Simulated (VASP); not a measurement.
# Sn (Pm-3m) in VASP: density of states with PBE

Aim: the density of states of Sn with PBE.

All numbers are computed with VASP 6.6.1; they aren't measurements. Logs are shortened: lines on timing, memory, paths and dates and some standing lists are left out, and cuts for length are marked.

### 1 The cell of the first run

Symmetry: Pm-3m, No. 221, cubic system. Conventional cell: a = 2.368 Å, b = 2.368 Å, c = 2.368 Å, α = 90.00°, β = 90.00°, γ = 90.00°. Within 3.1 Å of Sn (site symmetry m-3m) lie 6 Sn at 2.37 Å.

### 2 Density of states, PBE (volume scaled by 0.45)

Input file POSCAR:

```
Sn
1.0
    2.3680147530      0.0000000000      0.0000000000
    0.0000000000      2.3680147530      0.0000000000
    0.0000000000      0.0000000000      2.3680147530
Sn
1
Direct
    0.0000000000      0.0000000000      0.0000000000
```

Input file INCAR.step1:

```
SYSTEM = Sn
ALGO = Normal ; EDIFF = 1E-6
ENCUT = 520 ; GGA = PE
ISIF = 2 ; ISMEAR = -1
LASPH = .TRUE. ; LCHARG = .TRUE.
LREAL = .FALSE. ; LWAVE = .FALSE.
NBANDS = 13 ; NELM = 80
PREC = Accurate ; SIGMA = 0.08
```

Input file KPOINTS.step1:

```
k-points
0
G
  12 12 12
  0 0 0
```

Input file INCAR.step2:

```
SYSTEM = Sn
ALGO = Normal ; EDIFF = 1E-6
ENCUT = 520 ; GGA = PE
ICHARG = 11 ; ISIF = 2
ISMEAR = -5 ; LASPH = .TRUE.
LCHARG = .FALSE. ; LORBIT = 11
LREAL = .FALSE. ; LWAVE = .FALSE.
NBANDS = 13 ; NEDOS = 1001
NELM = 80 ; PREC = Accurate
SIGMA = 0.08
```

Input file KPOINTS.step2:

```
k-points
0
G
  18 18 18
  0 0 0
```

Potentials or basis: VASP PAW PBE potentials, release 64 (Sn_d).

Command:

```
$ cat potpaw_PBE.64/Sn_d/POTCAR > POTCAR
$ cp INCAR.step1 INCAR
$ cp KPOINTS.step1 KPOINTS
$ mpirun -np 1 vasp_std > vasp.out
$ cp INCAR.step2 INCAR
$ cp KPOINTS.step2 KPOINTS
$ mpirun -np 1 vasp_std > vasp.out
```

OUTCAR:

```text
SYSTEM = Sn
   EDIFF = 1E-6
   ENCUT = 520
   GGA = PE
   ICHARG = 11
   ISIF = 2
   ISMEAR = -5
   LASPH = .TRUE.
   LORBIT = 11
   LREAL = .FALSE.
   NELM = 80
   PREC = Accurate

 ion  position               nearest neighbor table
   1  0.000  0.000  0.000-

  LATTYP: Found a simple cubic cell.
 ALAT       =     2.3680147530

  Lattice vectors:

 A1 = (   2.3680147530,   0.0000000000,   0.0000000000)
 A2 = (   0.0000000000,   2.3680147530,   0.0000000000)
 A3 = (   0.0000000000,   0.0000000000,   2.3680147530)

Analysis of symmetry for initial positions (statically):
=====================================================================
 Subroutine PRICEL returns:
 Original cell was already a primitive cell.

 Routine SETGRP: Setting up the symmetry group for a
 simple cubic supercell.

 Subroutine GETGRP returns: Found 48 space group operations
 (whereof 48 operations were pure point group operations)
 out of a pool of 48 trial point group operations.

The static configuration has the point symmetry O_h .

Analysis of symmetry for dynamics (positions and initial velocities):
=====================================================================
 Subroutine PRICEL returns:
 Original cell was already a primitive cell.

 Routine SETGRP: Setting up the symmetry group for a
 simple cubic supercell.

 Subroutine GETGRP returns: Found 48 space group operations
 (whereof 48 operations were pure point group operations)
 out of a pool of 48 trial point group operations.

The dynamic configuration has the point symmetry O_h .

 Subroutine INISYM returns: Found 48 space group operations
 (whereof 48 operations are pure point group operations),
 and found     1 'primitive' translations

----------------------------------------------------------------------------------------

                                     Primitive cell

  volume of cell :      13.2786

  direct lattice vectors                    reciprocal lattice vectors
     2.368014753  0.000000000  0.000000000     0.422294666  0.000000000  0.000000000
     0.000000000  2.368014753  0.000000000     0.000000000  0.422294666  0.000000000
     0.000000000  0.000000000  2.368014753     0.000000000  0.000000000  0.422294666

  length of vectors
     2.368014753  2.368014753  2.368014753     0.422294666  0.422294666  0.422294666

  position of ions in fractional coordinates (direct lattice)
     0.000000000  0.000000000  0.000000000

  ion indices of the primitive-cell ions
   primitive index   ion index
                 1           1

----------------------------------------------------------------------------------------

 KPOINTS: k-points

Automatic generation of k-mesh.
 Grid dimensions read from file:
 generate k-points for:   18   18   18

 Generating k-lattice:

  Cartesian coordinates                     Fractional coordinates (reciprocal lattice)
     0.023460815  0.000000000  0.000000000     0.055555556  0.000000000  0.000000000
     0.000000000  0.023460815  0.000000000     0.000000000  0.055555556  0.000000000
     0.000000000  0.000000000  0.023460815     0.000000000  0.000000000  0.055555556

  Length of vectors
     0.023460815  0.023460815  0.023460815

  Shift w.r.t. Gamma in fractional coordinates (k-lattice)
     0.000000000  0.000000000  0.000000000

 TETIRR: Found   2900 inequivalent tetrahedra from    34992

 Subroutine IBZKPT returns following result:
 ===========================================

 Found    220 irreducible k-points:

 Following reciprocal coordinates:
            Coordinates               Weight
  0.000000  0.000000  0.000000      1.000000
  0.055556  0.000000  0.000000      6.000000
  0.111111  0.000000  0.000000      6.000000
  0.166667  0.000000  0.000000      6.000000
  0.222222  0.000000  0.000000      6.000000
  0.277778  0.000000  0.000000      6.000000
[... 16 lines left out ...]
  0.277778  0.111111  0.000000     24.000000
  0.333333  0.111111  0.000000     24.000000
 [... further k-points ...]
   k-points           NKPTS =    220   k-points in BZ     NKDIM =    220   number of bands    NBANDS=     13
   number of dos      NEDOS =   1001   number of ions     NIONS =      1
   total plane-waves  NPLWV =   5832
   dimension x,y,z NGX =    18 NGY =   18 NGZ =   18
   dimension x,y,z NGXF=    36 NGYF=   36 NGZF=   36
   ions per type =               1
   NGX,Y,Z   is equivalent  to a cutoff of  12.64, 12.64, 12.64 a.u.
   NGXF,Y,Z  is equivalent  to a cutoff of  25.27, 25.27, 25.27 a.u.
 SYSTEM =  Sn
   PREC   = accura    normal or accurate (medium, high low for compatibility)
   ISTART =      0    job   : 0-new  1-cont  2-samecut
   ICHARG =     11    charge: 1-file 2-atom 10-const
   ISPIN  =      1    spin polarized calculation?
   LNONCOLLINEAR =      F non collinear calculations
   LSORBIT =      F    spin-orbit coupling
   LASPH  =      T    aspherical Exc in radial PAW
   ENCUT  =  520.0 eV  38.22 Ry    6.18 a.u.   4.40  4.40  4.40*2*pi/ulx,y,z
   NELM   =     80;   NELMIN=  2; NELMDL=  0     # of ELM steps
   EDIFF  = 0.1E-05   stopping-criterion for ELM
   LREAL  =      F    real-space projection
   EDIFFG = 0.1E-04   stopping-criterion for IOM
   NSW    =      0    number of steps for IOM
   IBRION =     -1    ionic relax: 0-MD 1-quasi-New 2-CG
   NFREE  =      0    steps in history (QN), initial steepest desc. (CG)
   ISIF   =      2    stress and relaxation
   ISYM   =      2    0-nonsym 1-usesym 2-fastsym
   POTIM  = 0.5000    time-step for ionic-motion
   TEBEG  =    0.0;   TEEND  =   0.0 temperature during run
   PSTRESS=    0.0 pullay stress
   NELECT =      14.0000    total number of electrons
   NUPDOWN=      -1.0000    fix difference up-down
   EMIN   =  10.00;   EMAX   =-10.00  energy-range for DOS
   EFERMI =   0.00;   METHOD = LEGACY
   ISMEAR =    -5;   SIGMA  =   0.08  broadening in eV -4-tet -1-fermi 0-gaus
   EFERMI_NEDOS =   21; number of points for ismear=-14 and -15
   IALGO  =     38    algorithm
   IMIX   =      4    mixing-type and parameters
     AMIX     =   0.40;   BMIX     =  1.00
     AMIX_MAG =   1.60;   BMIX_MAG =  1.00
  volume/ion in A,a.u.               =      13.28        89.61
  Fermi-wavevector in a.u.,A,eV,Ry     =   1.666223  3.148705 37.773839  2.776299
  Thomas-Fermi vector in A             =   2.752456
   LORBIT       =     11    0 simple, 1 ext, 2 COOP (PROOUT), +10 PAW based schemes
   GGA     = PE    functional components
   LHFCALC =     F    Hartree Fock is set to
   AEXX    =    0.0000 exact exchange contribution
   IVDW    =     0    specifies the selected vdW correction
   LEPSILON=     F    determine dielectric tensor
   LRPA    =     F    only Hartree local field effects (RPA)
 non-spin polarized calculation
 Fermi weights with tetrahedron method with Bloechl corrections
  energy-cutoff  :      520.00
  volume of cell :       13.28
 maximum number of plane-waves:       369
 NGX is ok and might be reduce to    18

 number of electron      13.9999997 magnetization

 Free energy of the ion-electron system (eV)
  ---------------------------------------------------
  ext. energy  EPLUGINS =         0.00000000
  ---------------------------------------------------
  free energy    TOTEN  =         2.18311537 eV

  energy without entropy =        2.18311537  energy(sigma->0) =        2.18311537

 E-fermi :  21.4778     XC(G=0): -14.1351

 val. band max:       21.6384905467   @ k =   0.2222   0.2222   0.0556
 cond. band min:      21.2190227987   @ k =   0.3889   0.3889   0.3889
 fundamental gap:     -0.4194677480
 Fermi energy:        21.4778256012

 k-point     1 :       0.0000    0.0000    0.0000
  band No.  band energies     occupation
      1      -4.5150      2.00000
      2      -4.5150      2.00000
      3      -1.5964      2.00000
      4      -1.5964      2.00000
      5      -1.5964      2.00000
      6       1.8956      2.00000
      7      28.8144      0.00000
      8      28.8144      0.00000
      9      28.8144      0.00000
     10      34.1671      0.00000
     11      34.1671      0.00000
     12      37.7484      0.00000
     13      45.0462      0.00000

 k-point     2 :       0.0556    0.0000    0.0000
  band No.  band energies     occupation
      1      -4.5084      2.00000
      2      -4.4609      2.00000
      3      -1.6236      2.00000
      4      -1.6236      2.00000
      5      -1.5942      2.00000
      6       1.9900      2.00000
      7      27.7716      0.00000
      8      28.9422      0.00000
      9      28.9422      0.00000
     10      34.1192      0.00000
     11      34.8059      0.00000
     12      38.2401      0.00000
     13      44.8279      0.00000

 k-point     3 :       0.1111    0.0000    0.0000
  band No.  band energies     occupation
      1      -4.4893      2.00000
      2      -4.3067      2.00000
      3      -1.7011      2.00000
      4      -1.7011      2.00000
      5      -1.5877      2.00000
      6       2.2769      2.00000
      7      25.6638      0.00000
      8      29.3194      0.00000
      9      29.3194      0.00000
     10      33.9786      0.00000
     11      35.4955      0.00000
     12      39.9093      0.00000
     13      44.2381      0.00000
[... 305 lines left out ...]
 k-point    23 :       0.2778    0.1111    0.0000
  band No.  band energies     occupation
      1      -4.2370      2.00000
      2      -3.3844      2.00000
      3      -2.2757      2.00000
      4      -2.0952      2.00000
      5      -1.6526      2.00000
      6       4.7802      2.00000
      7      18.9593      2.04686
      8      28.0057      0.00000
      9      32.2395      0.00000
     10      34.0321      0.00000
     11      37.2831      0.00000
     12      41.2136      0.00000
     13      43.2142      0.00000

 k-point    24 :       0.3333    0.1111    0.0000
  band No.  band energies     occupation
      1      -4.1987      2.00000
      2      -3.1130      2.00000
      3      -2.4244      2.00000
      4      -2.2302      2.00000
      5      -1.6393      2.00000
      6       5.9257      2.00000
      7      16.7079      2.00000
      8      28.8732      0.00000
      9      33.3371      0.00000
     10      33.7432      0.00000
     11      36.2333      0.00000
     12      41.3041      0.00000
     13      42.8377      0.00000

 [... further k-points ...]

------------------------ aborting loop because EDIFF is reached ----------------------------------------

  FORCE on cell =-STRESS in cart. coord.  units (eV):
  Direction    XX          YY          ZZ          XY          YZ          ZX
  --------------------------------------------------------------------------------------
  -------------------------------------------------------------------------------------
  Total       20.9206087     20.9206087     20.9206087      0.0000000      0.0000000      0.0000000
  in kB     2524.2460583   2524.2460583   2524.2460583      0.0000000      0.0000000      0.0000000
  external PRESSURE =    2524.2460583 kB  Pullay stress =       0.0000000 kB

 VOLUME and BASIS-vectors are now :
 -----------------------------------------------------------------------------
  energy-cutoff  :      520.00
  volume of cell :       13.28
      direct lattice vectors                 reciprocal lattice vectors
     2.368014753  0.000000000  0.000000000     0.422294666  0.000000000  0.000000000
     0.000000000  2.368014753  0.000000000     0.000000000  0.422294666  0.000000000
     0.000000000  0.000000000  2.368014753     0.000000000  0.000000000  0.422294666

 POSITION                                       TOTAL-FORCE (eV/Angst)
 -----------------------------------------------------------------------------------
      0.00000      0.00000      0.00000         0.000000      0.000000      0.000000
 -----------------------------------------------------------------------------------
    total drift:                                0.000000     -0.000000     -0.000000

  FREE ENERGIE OF THE ION-ELECTRON SYSTEM (eV)
  ---------------------------------------------------
  free  energy   TOTEN  =         2.1831153700 eV

  energy  without entropy=        2.1831153700  energy(sigma->0) =        2.18311537

 total charge

# of ion       s       p       d       tot
------------------------------------------
    1        1.302   2.147  10.344  13.793
```

Run time: 27 s. Hardware: 1 thread of Intel Xeon Platinum 8259CL at 2.50GHz (Skylake/Cascade Lake), shared host; peak memory 0.15 GiB.

Results:

| Item | Value |
| --- | --- |
| Valence electrons inside the program's atomic spheres | Sn 13.79 |

Caveat: spin-orbit coupling is left out, which moves the levels of the heavy elements; tetrahedron occupations give inexact forces and stress in metals.
